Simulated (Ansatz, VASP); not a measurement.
Ti in VASP and in Ansatz

Contents of INCAR:

```
SYSTEM = Ti
  PREC = Accurate
  ENCUT = 600
  EDIFF = 1E-6
  ISMEAR = -1
  SIGMA = 0.05
  LREAL = .FALSE.
  LASPH = .TRUE.
  NELM = 80
  ALGO = Normal
  ISIF = 3
  LWAVE = .FALSE.
  LCHARG = .FALSE.
  GGA = PS
  IVDW = 12
  IBRION = 2
  NSW = 60
  EDIFFG = -0.01
```

File KPOINTS:

```
regular mesh
0
G
  11 11 11
  0 0 0
```

File POSCAR:

```
Ti
1.0
   -1.6410000000      1.6410000000      1.6410000000
    1.6410000000     -1.6410000000      1.6410000000
    1.6410000000      1.6410000000     -1.6410000000
Ti
1
Direct
    0.0000000000      0.0000000000      0.0000000000
```

The input input.yaml:

```yaml
crystal:
  lattice:
    - [-1.641, 1.641, 1.641]
    - [1.641, -1.641, 1.641]
    - [1.641, 1.641, -1.641]
  atoms:
    - { symbol: Ti, position: [0.0, 0.0, 0.0] }
hamiltonian:
  xc: pbesol
  pseudopotentials: { kind: paw }
  dispersion: d3bj
kpoints:
  mp_grid: { grid: [11, 11, 11] }
scf:
  occupations: { method: fermi_dirac, width: 0.05 }
output:
  forces: true
  stress: true
relax:
  f_tol: 0.01
  max_steps: 40
  cell: { stress_tol: 0.05 }
```

Alike in both runs: task relaxation of cell and atoms; functional PBEsol; dispersion D3(BJ); k mesh 11 × 11 × 11; occupations fermi-dirac, width 0.05 eV; no spin polarisation.

|  | VASP | Ansatz |
| --- | --- | --- |
| version | VASP 6.6.1 | Ansatz 0.2.0 |
| potentials or method | VASP PAW PBE potentials, release 64 (Ti_sv) | Ansatz PAW |
| plane-wave cutoff (eV) | 600 | 420 |
| valence electrons in the cell | 12 | 12 |

VASP gave:

```
relaxed volume (Å³/atom)                                     : 15.59
relaxed cell length with the largest relative difference (Å) : 2.726
```

Q: Estimate Ansatz's values.

A: Relaxed volume (Å³/atom): 15.63; relaxed cell length with the largest relative difference (Å): 2.728.

VASP's potentials were made for PBE, not for PBEsol.

Noted on Ansatz's run: the plane-wave basis is chosen anew once the cell has moved, so the energies of steps on either side of that aren't comparable.
